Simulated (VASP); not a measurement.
# Zn (Fm-3m) in VASP: a series of runs

The runs below take Zn through single point, relaxation of cell and atoms, with LDA.

Everything below comes from runs of VASP 6.6.1. Logs are shortened: lines on timing, memory, paths and dates and some standing lists are left out, and cuts for length are marked.

### Step 1. The cell of the first run

Symmetry: Fm-3m, No. 225, cubic system. The conventional cell has a = 3.784 Å, b = 3.784 Å, c = 3.784 Å, α = 90.00°, β = 90.00°, γ = 90.00°. Zn (site symmetry m-3m) has 12 Zn at 2.68 Å within 3.5 Å.

This isn't the form of Zn at room conditions, which is hcp.

### Step 2. Single point, LDA

Contents of INCAR:

```
PREC     = Accurate       # precision mode
ENCUT    = 520            # plane-wave cutoff, eV
EDIFF    = 1E-6           # SCF threshold, eV
ISMEAR   = -1             # smearing method
SIGMA    = 0.1            # smearing width, eV
LREAL    = F              # projectors in reciprocal space
LASPH    = T              # aspherical terms in the spheres
NELM     = 80             # most SCF steps
ALGO     = Normal         # electronic algorithm
ISIF     = 2              # what is computed and relaxed
LWAVE    = F              # write WAVECAR
LCHARG   = T              # write CHGCAR
LELF     = T              # ELF
LVHAR    = T            
NBANDS   = 12             # bands
```

Contents of KPOINTS:

```
regular mesh
0
Gamma
  11 11 11
```

Contents of POSCAR:

```
Zn
1.0
    0.0000000000      1.8922173142      1.8922173142
    1.8922173142      0.0000000000      1.8922173142
    1.8922173142      1.8922173142      0.0000000000
Zn
1
Direct
    0.0000000000      0.0000000000      0.0000000000
```

Potentials or basis: VASP PAW LDA potentials, release 64 (Zn).

Started as:

```sh
$ cat potpaw_LDA.64/Zn/POTCAR > POTCAR
$ mpirun -np 1 vasp_std > vasp.out
```

OUTCAR:

```text
PREC = Accurate
   ENCUT = 520
   EDIFF = 1E-6
   ISMEAR = -1
   LREAL = F
   LASPH = T
   NELM = 80
   ISIF = 2

 ion  position               nearest neighbor table
   1  0.000  0.000  0.000-

  LATTYP: Found a face centered cubic cell.
 ALAT       =     3.7844346284

  Lattice vectors:

 A1 = (   0.0000000000,   1.8922173142,   1.8922173142)
 A2 = (   1.8922173142,   0.0000000000,   1.8922173142)
 A3 = (   1.8922173142,   1.8922173142,   0.0000000000)

Analysis of symmetry for initial positions (statically):
=====================================================================
 Subroutine PRICEL returns:
 Original cell was already a primitive cell.

 Routine SETGRP: Setting up the symmetry group for a
 face centered cubic supercell.

 Subroutine GETGRP returns: Found 48 space group operations
 (whereof 48 operations were pure point group operations)
 out of a pool of 48 trial point group operations.

The static configuration has the point symmetry O_h .

Analysis of symmetry for dynamics (positions and initial velocities):
=====================================================================
 Subroutine PRICEL returns:
 Original cell was already a primitive cell.

 Routine SETGRP: Setting up the symmetry group for a
 face centered cubic supercell.

 Subroutine GETGRP returns: Found 48 space group operations
 (whereof 48 operations were pure point group operations)
 out of a pool of 48 trial point group operations.

The dynamic configuration has the point symmetry O_h .

 Subroutine INISYM returns: Found 48 space group operations
 (whereof 48 operations are pure point group operations),
 and found     1 'primitive' translations

----------------------------------------------------------------------------------------

                                     Primitive cell

  volume of cell :      13.5501

  direct lattice vectors                    reciprocal lattice vectors
     0.000000000  1.892217314  1.892217314    -0.264240263  0.264240263  0.264240263
     1.892217314  0.000000000  1.892217314     0.264240263 -0.264240263  0.264240263
     1.892217314  1.892217314  0.000000000     0.264240263  0.264240263 -0.264240263

  length of vectors
     2.675999389  2.675999389  2.675999389     0.457677560  0.457677560  0.457677560

  position of ions in fractional coordinates (direct lattice)
     0.000000000  0.000000000  0.000000000

  ion indices of the primitive-cell ions
   primitive index   ion index
                 1           1

[... 73 lines left out ...]
   EDIFFG = 0.1E-04   stopping-criterion for IOM
   NSW    =      0    number of steps for IOM
   IBRION =     -1    ionic relax: 0-MD 1-quasi-New 2-CG
   NFREE  =      0    steps in history (QN), initial steepest desc. (CG)
   ISIF   =      2    stress and relaxation
   ISYM   =      2    0-nonsym 1-usesym 2-fastsym
   POTIM  = 0.5000    time-step for ionic-motion
   TEBEG  =    0.0;   TEEND  =   0.0 temperature during run
   PSTRESS=    0.0 pullay stress
   NELECT =      12.0000    total number of electrons
   NUPDOWN=      -1.0000    fix difference up-down
   EMIN   =  10.00;   EMAX   =-10.00  energy-range for DOS
   EFERMI =   0.00;   METHOD = LEGACY
   ISMEAR =    -1;   SIGMA  =   0.10  broadening in eV -4-tet -1-fermi 0-gaus
   EFERMI_NEDOS =   21; number of points for ismear=-14 and -15
   IALGO  =     38    algorithm
   IMIX   =      4    mixing-type and parameters
     AMIX     =   0.40;   BMIX     =  1.00
     AMIX_MAG =   1.60;   BMIX_MAG =  1.00
  volume/ion in A,a.u.               =      13.55        91.44
  Fermi-wavevector in a.u.,A,eV,Ry     =   1.572127  2.970889 33.627923  2.471583
  Thomas-Fermi vector in A             =   2.673608
   LORBIT       =      0    0 simple, 1 ext, 2 COOP (PROOUT), +10 PAW based schemes
   GGA     = CA    functional components
   LHFCALC =     F    Hartree Fock is set to
   AEXX    =    0.0000 exact exchange contribution
   IVDW    =     0    specifies the selected vdW correction
   LEPSILON=     F    determine dielectric tensor
   LRPA    =     F    only Hartree local field effects (RPA)
 non-spin polarized calculation
  energy-cutoff  :      520.00
  volume of cell :       13.55
 maximum number of plane-waves:       375
   NGX =  9   NGY =  9   NGZ =  9

 number of electron      12.0000013 magnetization

 Free energy of the ion-electron system (eV)
  ---------------------------------------------------
  ext. energy  EPLUGINS =         0.00000000
  ---------------------------------------------------
  free energy    TOTEN  =        -1.85018109 eV

  energy without entropy =       -1.83437755  energy(sigma->0) =       -1.84227932

 E-fermi :   3.7402     XC(G=0): -12.5250

 val. band max:        3.4472214657   @ k =  -0.3636   0.4545   0.1818
 cond. band min:       3.7501439995   @ k =  -0.3636   0.2727   0.0909
 fundamental gap:      0.3029225339
 Fermi energy:         3.7401698497

 k-point     1 :       0.0000    0.0000    0.0000
  band No.  band energies     occupation
      1      -7.5854      2.00000
      2      -4.3096      2.00000
      3      -4.3096      2.00000
      4      -4.3096      2.00000
      5      -3.8363      2.00000
      6      -3.8363      2.00000
      7      23.4534      0.00000
      8      23.4534      0.00000
      9      23.4534      0.00000
     10      23.6065      0.00000
     11      26.2509      0.00000
     12      26.2509      0.00000
[... 331 lines left out ...]
 k-point    24 :      -0.1818    0.1818    0.0000
  band No.  band energies     occupation
      1      -5.1983      2.00000
      2      -4.5036      2.00000
      3      -4.2003      2.00000
      4      -4.0161      2.00000
      5      -4.0000      2.00000
      6      -3.1553      2.00000
      7      12.5638      0.00000
      8      13.1011      0.00000
      9      22.2718      0.00000
     10      23.5986      0.00000
     11      26.7542      0.00000
     12      27.5171      0.00000

 [... further k-points ...]
[... 5 lines left out ...]
  --------------------------------------------------------------------------------------
  -------------------------------------------------------------------------------------
  Total        0.0661364      0.0661364      0.0661364      0.0000000      0.0000000      0.0000000
  in kB        7.8200267      7.8200267      7.8200267      0.0000000      0.0000000      0.0000000
  external PRESSURE =       7.8200267 kB  Pullay stress =       0.0000000 kB

 VOLUME and BASIS-vectors are now :
 -----------------------------------------------------------------------------
  energy-cutoff  :      520.00
  volume of cell :       13.55
      direct lattice vectors                 reciprocal lattice vectors
     0.000000000  1.892217314  1.892217314    -0.264240263  0.264240263  0.264240263
     1.892217314  0.000000000  1.892217314     0.264240263 -0.264240263  0.264240263
     1.892217314  1.892217314  0.000000000     0.264240263  0.264240263 -0.264240263

 POSITION                                       TOTAL-FORCE (eV/Angst)
 -----------------------------------------------------------------------------------
      0.00000      0.00000      0.00000         0.000000      0.000000      0.000000
 -----------------------------------------------------------------------------------
    total drift:                                0.000000      0.000000      0.000000

  FREE ENERGIE OF THE ION-ELECTRON SYSTEM (eV)
  ---------------------------------------------------
  free  energy   TOTEN  =        -1.8501810934 eV

  energy  without entropy=       -1.8343775515  energy(sigma->0) =       -1.84227932
```

stdout:

```text
POSCAR found type information on POSCAR Zn
 POSCAR found :  1 types and       1 ions
 scaLAPACK will be used
 LDA part: xc-table for (Slater(with rela. corr.)+CA(PZ))
 , standard interpolation
 POSCAR, INCAR and KPOINTS ok, starting setup
 FFT: planning ... GRIDC
 FFT: planning ... GRID_SOFT
 FFT: planning ... GRID
 WAVECAR not read
 entering main loop
```

Wall time 10 s (1 thread of Intel Xeon 8259CL, shared host); peak memory 0.12 GiB.

Results:

- Free energy: -1.8502 eV
- Pressure: 0.8 GPa
- Band gap on the k mesh: zero (bands 6 and 7 overlap by 2.62 eV)

Levels at points of the mesh, in eV from the Fermi level:
| k point | band 2 | band 3 | band 4 | band 5 | band 6 | band 7 | band 8 | band 9 | band 10 | band 11 |
| --- | --- | --- | --- | --- | --- | --- | --- | --- | --- | --- |
| (0.00, 0.00, 0.00) | -8.05 | -8.05 | -8.05 | -7.58 | -7.58 | 19.71 | 19.71 | 19.71 | 19.87 | 22.51 |

### Step 3. Relaxation of cell and atoms, LDA

Contents of INCAR:

```
PREC = Accurate
ENCUT = 600
EDIFF = 1E-7
ISMEAR = -1
SIGMA = 0.1
LREAL = False
LASPH = True
NELM = 60
ALGO = Normal
ISIF = 3
LWAVE = False
LCHARG = False
IBRION = 2
NSW = 80
EDIFFG = -0.01
```

KPOINTS is that of step 2.

POSCAR is that of step 2.

Potentials or basis: VASP PAW LDA potentials, release 64 (Zn).

Started as:

```sh
$ cat potpaw_LDA.64/Zn/POTCAR > POTCAR
$ mpirun -np 1 vasp_std > vasp.out
```

It took 16 s on 1 thread of Intel Xeon 8259CL, shared host; peak memory 0.14 GiB.

It converged, with:

```
Free energy                           : -1.8502 eV
Relaxed volume                        : 13.65 Å³/atom
Relaxed cell                          : a = 2.682 Å, b = 2.682 Å, c = 2.682 Å, α = 60.00°, β = 60.00°, γ = 60.00°
Space group after relaxing (to 0.1 Å) : Fm-3m (No. 225)
Energy gained by relaxing             : 0.2 meV/atom
Ionic steps                           : 2
Pressure after relaxing               : -0.1 GPa
Band gap on the k mesh                : zero (bands 6 and 7 overlap by 2.63 eV)
```

The path:
| step | energy change (eV) | largest force (eV/Å) | pressure (GPa) | volume (Å³) |
| --- | --- | --- | --- | --- |
| 1 | 0.0000 | 0.0000 | 0.59 | 13.55 |
| 2 | -0.0002 | 0.0000 | -0.10 | 13.65 |

Final structure:
```yaml
crystal:
  lattice:
    - [0.00000, 1.89681, 1.89681]
    - [1.89681, 0.00000, 1.89681]
    - [1.89681, 1.89681, 0.00000]
  atoms:
    - { symbol: Zn, position: [0.00000, 0.00000, 0.00000] }
```

Levels at points of the mesh, in eV from the Fermi level:
| k point | band 2 | band 3 | band 4 | band 5 | band 6 | band 7 | band 8 | band 9 | band 10 |
| --- | --- | --- | --- | --- | --- | --- | --- | --- | --- |
| (0.00, 0.00, 0.00) | -8.02 | -8.02 | -8.02 | -7.56 | -7.56 | 19.61 | 19.61 | 19.61 | 19.81 |
